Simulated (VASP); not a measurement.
# HgTe (Coloradoite) (F-43m) in VASP: a series of runs, part 2 of 2

VASP 6.6.1. The steps go on from the part before.

## (3) Relaxation of cell and atoms, PBEsol

This run uses another cell than the first one, of 33.22 Å³/atom, 0.963 times its volume.

Contents of INCAR:

```
SYSTEM = HgTe
PREC = Accurate ; ENCUT = 600
EDIFF = 1E-6 ; ISMEAR = -1
SIGMA = 0.05 ; LREAL = .False.
LASPH = .True. ; NELM = 80
ALGO = Normal ; ISIF = 3
LWAVE = .False. ; LCHARG = .False.
GGA = PS ; IBRION = 2
NSW = 80 ; EDIFFG = -0.02
```

Contents of KPOINTS:

```
regular mesh
0
Gamma
  7 7 7
  0 0 0
```

Contents of POSCAR:

```
HgTe
1.0
    0.0000000000      3.2145000000      3.2145000000
    3.2145000000      0.0000000000      3.2145000000
    3.2145000000      3.2145000000      0.0000000000
Hg Te
1 1
Direct
    0.0000000000      0.0000000000      0.0000000000
    0.7500000000      0.7500000000      0.7500000000
```

Potentials or basis: VASP PAW PBE potentials, release 64 (Hg, Te).

The run is started by

```sh
$ cat potpaw_PBE.64/Hg/POTCAR potpaw_PBE.64/Te/POTCAR > POTCAR
$ mpirun -np 1 vasp_std > vasp.out
```

OUTCAR:

```text
SYSTEM = HgTe
   PREC = Accurate
   ENCUT = 600
   EDIFF = 1E-6
   ISMEAR = -1
   LREAL = .False.
   LASPH = .True.
   NELM = 80
   ISIF = 3
   GGA = PS
   IBRION = 2
   NSW = 80
   EDIFFG = -0.02

 ion  position               nearest neighbor table
   1  0.000  0.000  0.000-   2 2.78   2 2.78   2 2.78   2 2.78
   2  0.750  0.750  0.750-   1 2.78   1 2.78   1 2.78   1 2.78

  LATTYP: Found a face centered cubic cell.
 ALAT       =     6.4290000000

  Lattice vectors:

 A1 = (   0.0000000000,   3.2145000000,   3.2145000000)
 A2 = (   3.2145000000,   0.0000000000,   3.2145000000)
 A3 = (   3.2145000000,   3.2145000000,   0.0000000000)

Analysis of symmetry for initial positions (statically):
=====================================================================
 Subroutine PRICEL returns:
 Original cell was already a primitive cell.

 Routine SETGRP: Setting up the symmetry group for a
 face centered cubic supercell.

 Subroutine GETGRP returns: Found 24 space group operations
 (whereof 24 operations were pure point group operations)
 out of a pool of 48 trial point group operations.

The static configuration has the point symmetry T_d .

Analysis of symmetry for dynamics (positions and initial velocities):
=====================================================================
 Subroutine PRICEL returns:
 Original cell was already a primitive cell.

 Routine SETGRP: Setting up the symmetry group for a
 face centered cubic supercell.

 Subroutine GETGRP returns: Found 24 space group operations
 (whereof 24 operations were pure point group operations)
 out of a pool of 48 trial point group operations.

The dynamic configuration has the point symmetry T_d .

 Subroutine INISYM returns: Found 24 space group operations
 (whereof 24 operations are pure point group operations),
 and found     1 'primitive' translations
[... 98 lines left out ...]
   POTIM  = 0.5000    time-step for ionic-motion
   TEBEG  =    0.0;   TEEND  =   0.0 temperature during run
   PSTRESS=    0.0 pullay stress
   NELECT =      18.0000    total number of electrons
   NUPDOWN=      -1.0000    fix difference up-down
   EMIN   =  10.00;   EMAX   =-10.00  energy-range for DOS
   EFERMI =   0.00;   METHOD = LEGACY
   ISMEAR =    -1;   SIGMA  =   0.05  broadening in eV -4-tet -1-fermi 0-gaus
   EFERMI_NEDOS =   21; number of points for ismear=-14 and -15
   IALGO  =     38    algorithm
   IMIX   =      4    mixing-type and parameters
     AMIX     =   0.40;   BMIX     =  1.00
     AMIX_MAG =   1.60;   BMIX_MAG =  1.00
  volume/ion in A,a.u.               =      33.22       224.15
  Fermi-wavevector in a.u.,A,eV,Ry     =   1.059357  2.001894 15.268958  1.122237
  Thomas-Fermi vector in A             =   2.194699
   LORBIT       =      0    0 simple, 1 ext, 2 COOP (PROOUT), +10 PAW based schemes
   GGA     = PS    functional components
   LHFCALC =     F    Hartree Fock is set to
   AEXX    =    0.0000 exact exchange contribution
   IVDW    =     0    specifies the selected vdW correction
   LEPSILON=     F    determine dielectric tensor
   LRPA    =     F    only Hartree local field effects (RPA)
 conjugate gradient relaxation of ions
 non-spin polarized calculation
  energy-cutoff  :      600.00
  volume of cell :       66.43
 maximum number of plane-waves:      2239
   NGX = 19   NGY = 19   NGZ = 19

--------------------------------------- Ionic step        1  -------------------------------------------

 number of electron      18.0000000 magnetization

 Free energy of the ion-electron system (eV)
  ---------------------------------------------------
  ext. energy  EPLUGINS =         0.00000000
  ---------------------------------------------------
  free energy    TOTEN  =        -4.35587756 eV

  energy without entropy =       -4.35519589  energy(sigma->0) =       -4.35553673

------------------------ aborting loop because EDIFF is reached ----------------------------------------

  FORCE on cell =-STRESS in cart. coord.  units (eV):
  Direction    XX          YY          ZZ          XY          YZ          ZX
  --------------------------------------------------------------------------------------
  -------------------------------------------------------------------------------------
  Total        0.7940824      0.7940824      0.7940824     -0.0000000      0.0000000     -0.0000000
  in kB       19.1516361     19.1516361     19.1516361     -0.0000000      0.0000000     -0.0000000
  external PRESSURE =      19.1516361 kB  Pullay stress =       0.0000000 kB
[... 59 lines left out ...]
--------------------------------------- Ionic step        3  -------------------------------------------

 number of electron      18.0000002 magnetization

 Free energy of the ion-electron system (eV)
  ---------------------------------------------------
  ext. energy  EPLUGINS =         0.00000000
  ---------------------------------------------------
  free energy    TOTEN  =        -4.37187790 eV

  energy without entropy =       -4.37115097  energy(sigma->0) =       -4.37151444

 E-fermi :   2.7392     XC(G=0):  -8.8231

 val. band max:        2.6964044670   @ k =   0.0000   0.0000   0.0000
 cond. band min:       3.3520810967   @ k =   0.4286   0.0000   0.0000
 fundamental gap:      0.6556766298
 Fermi energy:         2.7391923850

 k-point     1 :       0.0000    0.0000    0.0000
  band No.  band energies     occupation
      1      -9.1511      2.00000
      2      -4.5091      2.00000
      3      -4.5091      2.00000
      4      -4.5091      2.00000
      5      -4.0035      2.00000
      6      -4.0035      2.00000
      7       1.8324      2.00000
      8       2.6964      1.40355
      9       2.6964      1.40355
     10       2.6964      1.40355
     11       6.9194      0.00000
     12       6.9194      0.00000
     13       6.9194      0.00000
[... 331 lines left out ...]
  FREE ENERGIE OF THE ION-ELECTRON SYSTEM (eV)
  ---------------------------------------------------
  free  energy   TOTEN  =        -4.3718779007 eV

  energy  without entropy=       -4.3711509719  energy(sigma->0) =       -4.37151444

 reached required accuracy - stopping structural energy minimisation
```

CONTCAR:

```text
HgTe
   1.00000000000000
    -0.0000000000000000    3.2587642810075002    3.2587642810075002
     3.2587642810075002    0.0000000000000000    3.2587642810075002
     3.2587642810075002    3.2587642810075002   -0.0000000000000000
  Hg              Te
     1     1
Direct
     0.0000000000000000    0.0000000000000000    0.0000000000000000
     0.7500000000000000    0.7500000000000000    0.7500000000000000

  0.00000000E+00  0.00000000E+00  0.00000000E+00
  0.00000000E+00  0.00000000E+00  0.00000000E+00
```

Wall time 43 s (1 thread of Intel Xeon 6455B, shared host); peak memory 0.23 GiB.

Results:

```
Free energy                            : -4.3719 eV
Relaxed volume                         : 34.61 Å³/atom
Relaxed cell                           : a = 4.609 Å, b = 4.609 Å, c = 4.609 Å, α = 60.00°, β = 60.00°, γ = 60.00°
Space group after relaxing (to 0.05 Å) : F-43m (No. 216)
Energy gained by relaxing              : 8.0 meV/atom
Ionic steps                            : 3
Pressure after relaxing                : 0.0 GPa
Band gap on the k mesh                 : zero (filled and empty bands touch)
```

Step by step:
```csv
step,energy change (eV),largest force (eV/Å),pressure (GPa),volume (Å³)
1,0.0000,0.0000,1.92,66.43
2,-0.0137,0.0000,-0.64,70.32
3,-0.0160,0.0000,0.00,69.21
```

Final structure:
```yaml
crystal:
  lattice:
    - [0.00000, 3.25876, 3.25876]
    - [3.25876, 0.00000, 3.25876]
    - [3.25876, 3.25876, 0.00000]
  atoms:
    - { symbol: Hg, position: [0.00000, 0.00000, 0.00000] }
    - { symbol: Te, position: [0.75000, 0.75000, 0.75000] }
```

Levels at points of the mesh, in eV from the Fermi level:
```csv
k point,band 7,band 8,band 9,band 10,band 11,band 12
"(0.00, 0.00, 0.00)",-0.91,-0.04,-0.04,-0.04,4.18,4.18
```

Caveat: the PAW data sets were made with another functional, which shifts forces and pressure a little; spin-orbit coupling is left out, which moves the levels of the heavy elements.

## (4) Relaxation of cell and atoms, PBEsol, target pressure 5 GPa, at which the enthalpy is minimised

This run uses another cell than the first one, of 33.22 Å³/atom, 0.963 times its volume.

Contents of INCAR:

```
PREC     = Accurate       # precision mode
ENCUT    = 600            # plane-wave cutoff, eV
EDIFF    = 1E-6           # SCF threshold, eV
ISMEAR   = -1             # smearing method
SIGMA    = 0.05           # smearing width, eV
LREAL    = False          # projectors in reciprocal space
LASPH    = True           # aspherical terms in the spheres
NELM     = 80             # most SCF steps
ALGO     = Normal         # electronic algorithm
ISIF     = 3              # what is computed and relaxed
LWAVE    = False          # write WAVECAR
LCHARG   = False          # write CHGCAR
GGA      = PS             # functional
IBRION   = 2              # ionic algorithm
NSW      = 80             # ionic steps
EDIFFG   = -0.02          # ionic threshold
PSTRESS  = 50.0
```

Contents of KPOINTS:

```
Automatic mesh
0
Gamma
  7 7 7
```

POSCAR is that of step 3.

Potentials or basis: VASP PAW PBE potentials, release 64 (Hg, Te).

The run is started by

```sh
$ cat potpaw_PBE.64/Hg/POTCAR potpaw_PBE.64/Te/POTCAR > POTCAR
$ mpirun -np 1 vasp_std > vasp.out
```

OUTCAR:

```text
PREC = Accurate
   ENCUT = 600
   EDIFF = 1E-6
   ISMEAR = -1
   LREAL = False
   LASPH = True
   NELM = 80
   ISIF = 3
   GGA = PS
   IBRION = 2
   NSW = 80
   EDIFFG = -0.02
   PSTRESS = 50.0

 ion  position               nearest neighbor table
   1  0.000  0.000  0.000-   2 2.78   2 2.78   2 2.78   2 2.78
   2  0.750  0.750  0.750-   1 2.78   1 2.78   1 2.78   1 2.78

  LATTYP: Found a face centered cubic cell.
 ALAT       =     6.4290000000

  Lattice vectors:

 A1 = (   0.0000000000,   3.2145000000,   3.2145000000)
 A2 = (   3.2145000000,   0.0000000000,   3.2145000000)
[... 177 lines left out ...]
  --------------------------------------------------------------------------------------
  -------------------------------------------------------------------------------------
  Total        0.7940824      0.7940824      0.7940824     -0.0000000      0.0000000     -0.0000000
  in kB       19.1516361     19.1516361     19.1516361     -0.0000000      0.0000000     -0.0000000
  external PRESSURE =     -30.8483639 kB  Pullay stress =      50.0000000 kB
[... 63 lines left out ...]
--------------------------------------- Ionic step        3  -------------------------------------------

 number of electron      18.0000000 magnetization

 Free energy of the ion-electron system (eV)
  ---------------------------------------------------
  ext. energy  EPLUGINS =         0.00000000
  ---------------------------------------------------
  free energy    TOTEN  =        -4.28502185 eV

  energy without entropy =       -4.28438616  energy(sigma->0) =       -4.28470400

 E-fermi :   3.7502     XC(G=0):  -9.2514

 val. band max:        3.7124121429   @ k =   0.0000   0.0000   0.0000
 cond. band min:       4.3664000327   @ k =   0.4286   0.0000   0.0000
 fundamental gap:      0.6539878898
 Fermi energy:         3.7502455458

 k-point     1 :       0.0000    0.0000    0.0000
  band No.  band energies     occupation
      1      -8.8374      2.00000
      2      -4.0687      2.00000
      3      -4.0687      2.00000
      4      -4.0687      2.00000
      5      -3.4461      2.00000
      6      -3.4461      2.00000
      7       3.0750      2.00000
      8       3.7124      1.36126
      9       3.7124      1.36126
     10       3.7124      1.36126
     11       7.7549      0.00000
     12       7.7549      0.00000
     13       7.7549      0.00000
[... 335 lines left out ...]
  energy  without entropy=       -4.2843861641  energy(sigma->0) =       -4.28470400

  enthalpy is  TOTEN    =        -2.3168499215 eV   P V=        1.9681719240

 reached required accuracy - stopping structural energy minimisation
```

OSZICAR:

```text
N       E                     dE             d eps       ncg     rms          rms(c)
DAV:   1     0.114849488706E+03    0.11485E+03   -0.88795E+03   520   0.135E+03
DAV:   2     0.265367252478E+00   -0.11458E+03   -0.10826E+03   550   0.280E+02
DAV:   3    -0.454796969932E+01   -0.48133E+01   -0.47748E+01   650   0.597E+01
[... 28 lines left out ...]
DAV:   5    -0.428503472396E+01    0.49138E-03   -0.14071E-03   573   0.491E-01    0.202E-01
DAV:   6    -0.428503750719E+01   -0.27832E-05   -0.19971E-04   535   0.134E-01    0.828E-02
DAV:   7    -0.428501906571E+01    0.18441E-04   -0.85619E-05   625   0.134E-01    0.139E-02
DAV:   8    -0.428502163155E+01   -0.25658E-05   -0.11291E-05   550   0.317E-02    0.100E-02
DAV:   9    -0.428502184546E+01   -0.21392E-06   -0.87526E-07   438   0.621E-03
   3 F= -.23168499E+01 E0= -.23165321E+01  d E =-.341175E-01
```

CONTCAR:

```text
HgTe
   1.00000000000000
    -0.0000000000000000    3.1593024545094877    3.1593024545094877
     3.1593024545094877    0.0000000000000000    3.1593024545094877
     3.1593024545094877    3.1593024545094877   -0.0000000000000000
  Hg              Te
     1     1
Direct
     0.0000000000000000    0.0000000000000000    0.0000000000000000
     0.7500000000000000    0.7500000000000000    0.7500000000000000

  0.00000000E+00  0.00000000E+00  0.00000000E+00
  0.00000000E+00  0.00000000E+00  0.00000000E+00
```

Wall time 49 s (1 thread of Intel Xeon 6455B, shared host); peak memory 0.22 GiB.

What came out:

| Quantity | Value |
| --- | --- |
| Free energy | -4.2850 eV |
| Relaxed volume | 31.53 Å³/atom |
| Relaxed cell | a = 4.468 Å, b = 4.468 Å, c = 4.468 Å, α = 60.00°, β = 60.00°, γ = 60.00° |
| Space group after relaxing (to 0.05 Å) | F-43m (No. 216) |
| Energy change on relaxing (the enthalpy is what falls) | +35.4 meV/atom |
| Ionic steps | 3 |
| Pressure after relaxing | 5.0 GPa |
| Band gap on the k mesh | zero (filled and empty bands touch) |

Step by step:
```tsv
step	energy change (eV)	largest force (eV/Å)	pressure (GPa)	volume (Å³)
1	0.0000	0.0000	1.92	66.43
2	0.1755	0.0000	8.06	60.47
3	0.0709	0.0000	4.98	63.07
```

Final structure:
```xyz
2
Lattice="0.0000 3.1593 3.1593 3.1593 0.0000 3.1593 3.1593 3.1593 0.0000" Properties=species:S:1:pos:R:3 pbc="T T T"
Hg    0.0000    0.0000    0.0000
Te    4.7390    4.7390    4.7390
```

Caveat: the cell is relaxed towards a set pressure, so the enthalpy falls and the energy may rise; the PAW data sets were made with another functional, which shifts forces and pressure a little; spin-orbit coupling is left out, which moves the levels of the heavy elements.

## (5) Relaxation of cell and atoms, PBEsol, target pressure 10 GPa, at which the enthalpy is minimised

This run uses another cell than the first one, of 33.22 Å³/atom, 0.963 times its volume.

Contents of INCAR:

```
PREC = Accurate ; ENCUT = 600
EDIFF = 1E-6 ; ISMEAR = -1
SIGMA = 0.05 ; LREAL = F
LASPH = T ; NELM = 60
ALGO = Normal ; ISIF = 3
LWAVE = F ; LCHARG = F
GGA = PS ; IBRION = 2
NSW = 80 ; EDIFFG = -0.02
PSTRESS = 100.0
```

Contents of KPOINTS:

```
regular mesh
0
Gamma
  7 7 7
```

POSCAR is that of step 4.

The run is started by

```sh
$ cat potpaw_PBE.64/Hg/POTCAR potpaw_PBE.64/Te/POTCAR > POTCAR
$ mpirun -np 1 vasp_std > vasp.out
```

It took 63 s on 1 thread of Intel Xeon 6455B, shared host; peak memory 0.22 GiB.

Results (log left out):

| Item | Value |
| --- | --- |
| Free energy | -4.1057 eV |
| Relaxed volume | 29.57 Å³/atom |
| Relaxed cell | a = 4.373 Å, b = 4.373 Å, c = 4.373 Å, α = 60.00°, β = 60.00°, γ = 60.00° |
| Space group after relaxing (to 0.05 Å) | F-43m (No. 216) |
| Energy change on relaxing (the enthalpy is what falls) | +125.1 meV/atom |
| Ionic steps | 4 |
| Pressure after relaxing | 9.9 GPa |
| Band gap on the k mesh | zero (filled and empty bands touch) |

The path:
| step | energy change (eV) | largest force (eV/Å) | pressure (GPa) | volume (Å³) |
| --- | --- | --- | --- | --- |
| 1 | 0.0000 | 0.0000 | 1.92 | 66.43 |
| 2 | 1.0599 | 0.0000 | 26.33 | 51.58 |
| 3 | 0.2401 | 0.0000 | 9.71 | 59.30 |
| 4 | 0.2502 | 0.0000 | 9.91 | 59.14 |

Final structure:
```
CELL_PARAMETERS angstrom
0.00000 3.09228 3.09228
3.09228 0.00000 3.09228
3.09228 3.09228 0.00000
ATOMIC_POSITIONS crystal
Hg 0.00000 0.00000 0.00000
Te 0.75000 0.75000 0.75000
```

Levels at points of the mesh, in eV from the Fermi level:
```tsv
k point	band 6	band 7	band 8	band 9	band 10	band 11	band 12	band 13
(0.00, 0.00, 0.00)	-7.57	-0.51	-0.04	-0.04	-0.04	3.86	3.86	3.86
```

Caveat: the cell is relaxed towards a set pressure, so the enthalpy falls and the energy may rise; the PAW data sets were made with another functional, which shifts forces and pressure a little; spin-orbit coupling is left out, which moves the levels of the heavy elements.

## (6) Relaxation of cell and atoms, PBEsol, target pressure 20 GPa, at which the enthalpy is minimised

This run uses another cell than the first one, of 33.22 Å³/atom, 0.963 times its volume.

Contents of INCAR:

```
SYSTEM = HgTe
PREC = Accurate
ENCUT = 600
EDIFF = 1E-6
ISMEAR = -1
SIGMA = 0.05
LREAL = .FALSE.
LASPH = .TRUE.
NELM = 80
ALGO = Normal
ISIF = 3
LWAVE = .FALSE.
LCHARG = .FALSE.
GGA = PS
IBRION = 2
NSW = 80
EDIFFG = -0.02
PSTRESS = 200.0
```

Contents of KPOINTS:

```
Automatic mesh
0
G
  7 7 7
  0 0 0
```

POSCAR is that of step 5.

Potentials or basis: VASP PAW PBE potentials, release 64 (Hg, Te).

The run is started by

```sh
$ cat potpaw_PBE.64/Hg/POTCAR potpaw_PBE.64/Te/POTCAR > POTCAR
$ mpirun -np 1 vasp_std > vasp.out
```

Run time: 82 s. Hardware: 1 thread of Intel Xeon 6455B, shared host; peak memory 0.23 GiB.

It converged, with:

| Property | Result |
| --- | --- |
| Free energy | -3.6293 eV |
| Relaxed volume | 26.95 Å³/atom |
| Relaxed cell | a = 4.240 Å, b = 4.240 Å, c = 4.240 Å, α = 60.00°, β = 60.00°, γ = 60.00° |
| Space group after relaxing (to 0.05 Å) | F-43m (No. 216) |
| Energy change on relaxing (the enthalpy is what falls) | +363.3 meV/atom |
| Ionic steps | 5 |
| Pressure after relaxing | 20.0 GPa |
| Band gap on the k mesh | zero (filled and empty bands touch) |

Step by step:
```csv
step,energy change (eV),largest force (eV/Å),pressure (GPa),volume (Å³)
1,0.0000,0.0000,1.92,66.43
2,7.3901,0.0000,136.80,36.51
3,0.5713,0.0000,16.94,55.25
4,0.6616,0.0000,18.74,54.44
5,0.7266,0.0000,20.02,53.90
```

Final structure:
```
Hg Te
1.0
     0.00000    2.99814    2.99814
     2.99814    0.00000    2.99814
     2.99814    2.99814    0.00000
Hg Te
1 1
Cartesian
  0.0000 0.0000 0.0000
  4.4972 4.4972 4.4972
```

Levels at points of the mesh, in eV from the Fermi level:
| k point | band 7 | band 8 | band 9 | band 10 | band 11 | band 12 |
| --- | --- | --- | --- | --- | --- | --- |
| (0.00, 0.00, 0.00) | -0.25 | -0.04 | -0.04 | -0.04 | 3.61 | 3.61 |

Caveat: the cell is relaxed towards a set pressure, so the enthalpy falls and the energy may rise; the volume moved by over 15 % at a fixed basis, so the end points are rough; the PAW data sets were made with another functional, which shifts forces and pressure a little; spin-orbit coupling is left out, which moves the levels of the heavy elements.

## (7) The runs side by side

```tsv
task	cell	cutoff (eV)	gap on the mesh (eV)	pressure (GPa)
single point	a = 4.604 Å, angles 60.0°, 2 atoms	520	none	0.1
relaxation of cell and atoms	relaxed from a = 4.546 Å, angles 60.0°, 2 atoms	600	none	0.0
relaxation of cell and atoms	relaxed to 5 GPa from a = 4.546 Å, angles 60.0°, 2 atoms	600	none	5.0
relaxation of cell and atoms	relaxed to 10 GPa from a = 4.546 Å, angles 60.0°, 2 atoms	600	none	9.9
relaxation of cell and atoms	relaxed to 20 GPa from a = 4.546 Å, angles 60.0°, 2 atoms	600	none	20.0
```

Alike in all rows: level PBEsol; potentials or basis VASP PAW PBE potentials, release 64 (Hg, Te); no spin polarisation; k mesh 7 × 7 × 7; smearing fermi-dirac 0.05 eV.

Caveats: the PAW data sets were made with another functional, which shifts forces and pressure a little; spin-orbit coupling is left out, which moves the levels of the heavy elements; the cell is relaxed towards a set pressure, so the enthalpy falls and the energy may rise (some runs); the volume moved by over 15 % at a fixed basis, so the end points are rough (some runs).

Absolute energies hang on the potentials; compare differences alone.
